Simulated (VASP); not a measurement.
# MoS2 (C2/m) in VASP: a series of runs

MoS2 is run at these levels: PBEsol+D3(BJ); tasks: single point.

Program: VASP 6.6.1. These are calculated values, not measurements. Logs are shortened: lines on timing, memory, paths and dates and some standing lists are left out, and cuts for length are marked.

### Step 1. The cell of the first run

The structure is monoclinic, space group C2/m (No. 12). Conventional cell: a = 5.334 Å, b = 3.080 Å, c = 17.149 Å, α = 90.00°, β = 91.78°, γ = 90.00°. Mo (site symmetry m) has 6 S at 2.40 Å and 6 Mo at 3.08 Å within 3.2 Å. Within 3.2 Å of Mo (site symmetry 2/m) lie 6 S at 2.40 Å and 6 Mo at 3.08 Å. Within 3.3 Å of S (site symmetry m) lie 3 Mo at 2.40 Å and 9 S at 2.81 to 3.28 Å. Within 3.2 Å of S (site symmetry m) lie 3 Mo at 2.40 Å and 9 S at 3.08 to 3.13 Å. S (site symmetry m) has 3 Mo at 2.40 Å and 9 S at 3.08 to 3.13 Å within 3.2 Å.

### Step 2. Single point, PBEsol+D3(BJ) (the part above a cut slid along it)

Contents of INCAR:

```
SYSTEM = MoS2
ALGO = Normal
EDIFF = 1E-7
ENCUT = 520
GGA = PS
ISIF = 2
ISMEAR = 0
IVDW = 12
LASPH = .True.
LCHARG = .False.
LREAL = .False.
LWAVE = .False.
NBANDS = 49
NELM = 100
PREC = Accurate
SIGMA = 0.15
```

Contents of KPOINTS:

```
k-points
0
Gamma
  14 14 3
  0 0 0
```

Contents of POSCAR:

```
MoS2
1.0
   -3.0798097231      0.0000000000      0.0000000000
   -1.5399048616     -2.6671934590      0.0000000000
   -0.4619714585     -0.2667193459     17.1411508765
Mo S
3 6
Direct
    0.6497603022      0.6497603022      0.1690636447
    0.9154546499     -0.0845453501      0.8454535013
    0.2826074760      0.2826074760      0.5072585730
    0.5727302080      0.5727302080      0.9393645867
    0.9398830342     -0.0601169658      0.6011696583
    0.3070358603      0.3070358603      0.2629747300
    0.6253319179      0.6253319179      0.4133474877
    0.9924847441     -0.0075152559      0.0751525593
    0.2581790917      0.2581790917      0.7515424160
```

Potentials or basis: VASP PAW PBE potentials, release 64 (Mo_sv, S).

On the command line:

```sh
$ cat potpaw_PBE.64/Mo_sv/POTCAR potpaw_PBE.64/S/POTCAR > POTCAR
$ mpirun -np 1 vasp_std > vasp.out
```

OUTCAR:

```text
SYSTEM = MoS2
   EDIFF = 1E-7
   ENCUT = 520
   GGA = PS
   ISIF = 2
   ISMEAR = 0
   IVDW = 12
   LASPH = .True.
   LREAL = .False.
   NELM = 100
   PREC = Accurate
 IVDW          = 12

 ion  position               nearest neighbor table
   1  0.650  0.650  0.169-   6 2.40   6 2.40   6 2.40   8 2.40   8 2.40   8 2.40
   2  0.915  0.915  0.845-   9 2.40   9 2.40   9 2.40   4 2.40   4 2.40   4 2.40
   3  0.283  0.283  0.507-   5 2.40   7 2.40   7 2.40   5 2.40   5 2.40   7 2.40
   4  0.573  0.573  0.939-   2 2.40   2 2.40   2 2.40
   5  0.940  0.940  0.601-   3 2.40   3 2.40   3 2.40
   6  0.307  0.307  0.263-   1 2.40   1 2.40   1 2.40
   7  0.625  0.625  0.413-   3 2.40   3 2.40   3 2.40
   8  0.992  0.992  0.075-   1 2.40   1 2.40   1 2.40
   9  0.258  0.258  0.752-   2 2.40   2 2.40   2 2.40

  LATTYP: Found a base centered monoclinic cell.
 ALAT       =     5.3343869181
 B/A-ratio  =     0.5773502692
 C/A-ratio  =     3.2148866462
 COS(beta)  =    -0.0311052958

  Lattice vectors:

 A1 = (   3.0798097231,   0.0000000000,   0.0000000000)
 A2 = (   1.5399048616,   2.6671934590,   0.0000000000)
 A3 = (  -0.4619714585,  -0.2667193459,  17.1411508765)

Analysis of symmetry for initial positions (statically):
=====================================================================
 Subroutine PRICEL returns:
 Original cell was already a primitive cell.

 Routine SETGRP: Setting up the symmetry group for a
 base centered monoclinic supercell.

 Subroutine GETGRP returns: Found  4 space group operations
 (whereof  2 operations were pure point group operations)
 out of a pool of  4 trial point group operations.

The static configuration has the point symmetry C_1h.
 The point group associated with its full space group is C_2h.

Analysis of symmetry for dynamics (positions and initial velocities):
=====================================================================
 Subroutine PRICEL returns:
 Original cell was already a primitive cell.

 Routine SETGRP: Setting up the symmetry group for a
 base centered monoclinic supercell.

 Subroutine GETGRP returns: Found  4 space group operations
 (whereof  2 operations were pure point group operations)
 out of a pool of  4 trial point group operations.

The dynamic configuration has the point symmetry C_1h.
 The point group associated with its full space group is C_2h.

 Subroutine INISYM returns: Found  4 space group operations
 (whereof  2 operations are pure point group operations),
 and found     1 'primitive' translations

----------------------------------------------------------------------------------------

                                     Primitive cell

  volume of cell :     140.8051

  direct lattice vectors                    reciprocal lattice vectors
    -3.079809723  0.000000000  0.000000000    -0.324695384  0.187462967 -0.005833914
    -1.539904862 -2.667193459  0.000000000     0.000000000 -0.374925934 -0.005833914
    -0.461971458 -0.266719346 17.141150876     0.000000000  0.000000000  0.058339140

  length of vectors
     3.079809723  3.079809723 17.149449268     0.374971320  0.374971320  0.058339140

  position of ions in fractional coordinates (direct lattice)
     0.649760302  0.649760302  0.169063645
     0.915454650  0.915454650  0.845453501
     0.282607476  0.282607476  0.507258573
     0.572730208  0.572730208  0.939364587
     0.939883034  0.939883034  0.601169658
     0.307035860  0.307035860  0.262974730
     0.625331918  0.625331918  0.413347488
     0.992484744  0.992484744  0.075152559
     0.258179092  0.258179092  0.751542416

  ion indices of the primitive-cell ions
   primitive index   ion index
                 1           1
                 2           2
                 3           3
                 4           4
                 5           5
                 6           6
                 7           7
                 8           8
                 9           9

----------------------------------------------------------------------------------------

 KPOINTS: k-points

Automatic generation of k-mesh.
 Grid dimensions read from file:
 generate k-points for:   14   14    3

 Generating k-lattice:

  Cartesian coordinates                     Fractional coordinates (reciprocal lattice)
    -0.023192527  0.013390212 -0.000416708     0.071428571  0.000000000  0.000000000
     0.000000000 -0.026780424 -0.000416708     0.000000000  0.071428571  0.000000000
     0.000000000  0.000000000  0.019446380     0.000000000  0.000000000  0.333333333

  Length of vectors
     0.026783666  0.026783666  0.019446380

  Shift w.r.t. Gamma in fractional coordinates (k-lattice)
     0.000000000  0.000000000  0.000000000

 Subroutine IBZKPT returns following result:
 ===========================================

 Found    162 irreducible k-points:

 Following reciprocal coordinates:
            Coordinates               Weight
  0.000000  0.000000  0.000000      1.000000
  0.071429  0.000000  0.000000      4.000000
  0.142857  0.000000  0.000000      4.000000
  0.214286 -0.000000 -0.000000      4.000000
  0.285714  0.000000  0.000000      4.000000
  0.357143  0.000000  0.000000      4.000000
[... 16 lines left out ...]
  0.214286  0.142857 -0.000000      4.000000
  0.285714  0.142857  0.000000      4.000000
 [... further k-points ...]
   k-points           NKPTS =    162   k-points in BZ     NKDIM =    162   number of bands    NBANDS=     49
   number of dos      NEDOS =    301   number of ions     NIONS =      9
   total plane-waves  NPLWV =  73728
   dimension x,y,z NGX =    24 NGY =   24 NGZ =  128
   dimension x,y,z NGXF=    48 NGYF=   48 NGZF=  256
   ions per type =               3   6
   NGX,Y,Z   is equivalent  to a cutoff of  12.96, 12.96, 12.41 a.u.
   NGXF,Y,Z  is equivalent  to a cutoff of  25.91, 25.91, 24.82 a.u.
 SYSTEM =  MoS2
   PREC   = accura    normal or accurate (medium, high low for compatibility)
   ISTART =      0    job   : 0-new  1-cont  2-samecut
   ICHARG =      2    charge: 1-file 2-atom 10-const
   ISPIN  =      1    spin polarized calculation?
   LNONCOLLINEAR =      F non collinear calculations
   LSORBIT =      F    spin-orbit coupling
   LASPH  =      T    aspherical Exc in radial PAW
   ENCUT  =  520.0 eV  38.22 Ry    6.18 a.u.   5.73  5.73 31.89*2*pi/ulx,y,z
   NELM   =    100;   NELMIN=  2; NELMDL= -5     # of ELM steps
   EDIFF  = 0.1E-06   stopping-criterion for ELM
   LREAL  =      F    real-space projection
   EDIFFG = 0.1E-05   stopping-criterion for IOM
   NSW    =      0    number of steps for IOM
   IBRION =     -1    ionic relax: 0-MD 1-quasi-New 2-CG
   NFREE  =      0    steps in history (QN), initial steepest desc. (CG)
   ISIF   =      2    stress and relaxation
   ISYM   =      2    0-nonsym 1-usesym 2-fastsym
   POTIM  = 0.5000    time-step for ionic-motion
   TEBEG  =    0.0;   TEEND  =   0.0 temperature during run
   PSTRESS=    0.0 pullay stress
   NELECT =      78.0000    total number of electrons
   NUPDOWN=      -1.0000    fix difference up-down
   EMIN   =  10.00;   EMAX   =-10.00  energy-range for DOS
   EFERMI =   0.00;   METHOD = LEGACY
   ISMEAR =     0;   SIGMA  =   0.15  broadening in eV -4-tet -1-fermi 0-gaus
   EFERMI_NEDOS =   21; number of points for ismear=-14 and -15
   IALGO  =     38    algorithm
   IMIX   =      4    mixing-type and parameters
     AMIX     =   0.40;   BMIX     =  1.00
     AMIX_MAG =   1.60;   BMIX_MAG =  1.00
  volume/ion in A,a.u.               =      15.65       105.58
  Fermi-wavevector in a.u.,A,eV,Ry     =   1.344519  2.540772 24.595674  1.807731
  Thomas-Fermi vector in A             =   2.472506
   LORBIT       =      0    0 simple, 1 ext, 2 COOP (PROOUT), +10 PAW based schemes
   GGA     = PS    functional components
   LHFCALC =     F    Hartree Fock is set to
   AEXX    =    0.0000 exact exchange contribution
   IVDW    =    12    specifies the selected vdW correction
   LEPSILON=     F    determine dielectric tensor
   LRPA    =     F    only Hartree local field effects (RPA)
 non-spin polarized calculation
 Gauss-broadening in eV      SIGMA  =   0.15
  energy-cutoff  :      520.00
  volume of cell :      140.81
 maximum number of plane-waves:      3816
   NGX = 11   NGY = 11   NGZ = 63

 number of electron      77.9999999 magnetization

 Free energy of the ion-electron system (eV)
  ---------------------------------------------------
  ext. energy  EPLUGINS =         0.00000000
  ---------------------------------------------------
  free energy    TOTEN  =       -67.64171160 eV

  energy without entropy =      -67.61890608  energy(sigma->0) =      -67.63030884

 E-fermi :   9.3439     XC(G=0): -11.8434

 val. band max:        9.3415540724   @ k =  -0.2857   0.2857   0.3333
 cond. band min:       9.3441488953   @ k =   0.0000   0.0000   0.0000
 fundamental gap:      0.0025948228
 Fermi energy:         9.3439051820

 k-point     1 :       0.0000    0.0000    0.0000
  band No.  band energies     occupation
      1     -52.1338      2.00000
      2     -52.1244      2.00000
      3     -52.1244      2.00000
      4     -26.3135      2.00000
      5     -26.3093      2.00000
      6     -26.3089      2.00000
[... 41 lines left out ...]
     48      12.7060      0.00000
     49      12.8275      0.00000

 k-point     2 :       0.0714    0.0000    0.0000
  band No.  band energies     occupation
      1     -52.1309      2.00000
      2     -52.1216      2.00000
      3     -52.1216      2.00000
      4     -26.3082      2.00000
      5     -26.3041      2.00000
      6     -26.3037      2.00000
[... 41 lines left out ...]
     48      12.5828      0.00000
     49      12.6277      0.00000

 k-point     3 :       0.1429    0.0000    0.0000
  band No.  band energies     occupation
      1     -52.1229      2.00000
      2     -52.1135      2.00000
      3     -52.1135      2.00000
      4     -26.2936      2.00000
      5     -26.2895      2.00000
      6     -26.2891      2.00000
[... 41 lines left out ...]
     48      12.3194      0.00000
     49      12.4415      0.00000

 k-point     4 :       0.2143   -0.0000   -0.0000
  band No.  band energies     occupation
      1     -52.1112      2.00000
      2     -52.1019      2.00000
      3     -52.1019      2.00000
      4     -26.2775      2.00000
      5     -26.2727      2.00000
      6     -26.2725      2.00000
[... 977 lines left out ...]
     48      12.2568      0.00000
     49      12.4439      0.00000

 k-point    23 :       0.2143    0.1429   -0.0000
  band No.  band energies     occupation
      1     -52.1156      2.00000
      2     -52.1063      2.00000
      3     -52.1063      2.00000
      4     -26.2803      2.00000
      5     -26.2761      2.00000
      6     -26.2758      2.00000
[... 41 lines left out ...]
     48      12.4281      0.00000
     49      12.6233      0.00000

 k-point    24 :       0.2857    0.1429    0.0000
  band No.  band energies     occupation
      1     -52.1051      2.00000
      2     -52.0958      2.00000
      3     -52.0958      2.00000
      4     -26.3142      2.00000
      5     -26.3052      2.00000
      6     -26.3052      2.00000
[... 41 lines left out ...]
     48      12.3036      0.00000
     49      12.7137      0.00000

 [... further k-points ...]

------------------------ aborting loop because EDIFF is reached ----------------------------------------

 Edisp (eV)   -3.79376

 E8    (eV) :    -2.3852

  FORCE on cell =-STRESS in cart. coord.  units (eV):
  Direction    XX          YY          ZZ          XY          YZ          ZX
  --------------------------------------------------------------------------------------
  -------------------------------------------------------------------------------------
  Total       0.31707     0.45355     1.28927    -0.11820     0.31682     0.54875
  in kB       3.60781     5.16081    14.67018    -1.34494     3.60504     6.24411
  external pressure =        7.81 kB  Pullay stress =        0.00 kB

 VOLUME and BASIS-vectors are now :
 -----------------------------------------------------------------------------
  energy-cutoff  :      520.00
  volume of cell :      140.81
      direct lattice vectors                 reciprocal lattice vectors
    -3.079809723  0.000000000  0.000000000    -0.324695384  0.187462967 -0.005833914
    -1.539904862 -2.667193459  0.000000000     0.000000000 -0.374925934 -0.005833914
    -0.461971458 -0.266719346 17.141150876     0.000000000  0.000000000  0.058339140

 POSITION                                       TOTAL-FORCE (eV/Angst)
 -----------------------------------------------------------------------------------
     -3.07981     -1.77813      2.89795         0.121836      0.070342      0.097590
     -4.61971     -2.66719     14.49205        -0.121836     -0.070342     -0.097590
     -1.53990     -0.88906      8.69500         0.000000     -0.000000     -0.000000
     -3.07981     -1.77813     16.10179        -0.027391     -0.015814     -0.410866
     -4.61971     -2.66719     10.30474        -0.001896     -0.001095     -0.015835
     -1.53990     -0.88906      4.50769        -0.020928     -0.012083     -0.050241
     -3.07981     -1.77813      7.08525         0.001896      0.001095      0.015835
     -4.61971     -2.66719      1.28820         0.027391      0.015814      0.410866
     -1.53990     -0.88906     12.88230         0.020928      0.012083      0.050241
 -----------------------------------------------------------------------------------
    total drift:                                0.000005      0.000003      0.000019

  FREE ENERGIE OF THE ION-ELECTRON SYSTEM (eV)
  ---------------------------------------------------
  free  energy   TOTEN  =       -71.4354708553 eV

  energy  without entropy=      -71.4126653274  energy(sigma->0) =      -71.42406809
```

Wall time 22 min (1 thread of Intel Xeon Platinum 8488C (Sapphire Rapids), shared host); peak memory 0.83 GiB.

What came out:

| Property | Result |
| --- | --- |
| Free energy | -71.4355 eV |
| Pressure | 0.8 GPa |
| Largest force | 0.412 eV/Å |
| Band gap on the k mesh | zero (bands 39 and 40 overlap by 0.64 eV) |
| Dispersion energy per atom | -0.422 eV |

Forces on the atoms (eV/Å):
```
Mo   0.122  0.070  0.098
Mo  -0.122 -0.070 -0.098
Mo   0.000  0.000  0.000
S   -0.027 -0.016 -0.411
S   -0.002 -0.001 -0.016
S   -0.021 -0.012 -0.050
S    0.002  0.001  0.016
S    0.027  0.016  0.411
S    0.021  0.012  0.050
```

Caveat: the cell differs from its parent crystal (the part above a cut slid along it); the PAW data sets were made with another functional, which shifts forces and pressure a little.

(Part 1 of 2 ends here.)
